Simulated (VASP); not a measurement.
# InAs: single point with r2SCAN

The system is InAs.

```xyz
2
Lattice="0.0000 2.9475 2.9475 2.9475 0.0000 2.9475 2.9475 2.9475 0.0000" Properties=species:S:1:pos:R:3 pbc="T T T"
In    2.9475    2.9475    2.9475
As    0.0000    0.0000    0.0000
```

* Program: VASP 6.6.1
* Task: single point
* Functional: r2SCAN
* Potentials or basis: VASP PAW PBE potentials, release 64 (In_d, As)
* Cutoff: 520 eV
* k mesh: 6 × 6 × 6
* Occupations: gaussian, width 0.1 eV
* Spin: no spin polarisation

```yaml
Pressure: -5.8 GPa
Band_gap_on_the_k_mesh: zero (band 9 reaches 5.29 eV, above the bottom of band 10 at 2.87 eV)
```

Levels at points of the mesh, in eV from the Fermi level:
```
           k point  band 5  band 6  band 7  band 8  band 9  band 10  band 11  band 12  band 13  band 14
(0.00, 0.00, 0.00)  -14.76  -12.11   -0.75   -0.22   -0.22    -0.22     7.58     7.58     7.58     7.64
(0.50, 0.00, 0.00)  -14.72  -10.60   -6.30    0.12    0.12     2.50     3.53     3.53     4.33    10.99
(0.50, 0.50, 0.00)  -14.70   -9.85   -4.41   -2.86   -2.11    -2.11     4.40     9.24     9.24    10.11
```

It took 48 s on 1 thread of AMD EPYC 7R43 64-Core Processor (Zen 3) (shared host), peak memory 0.15 GiB.

Caveat: the PAW data sets were made with another functional, which shifts forces and pressure a little; spin-orbit coupling is left out, which moves the levels of the heavy elements.
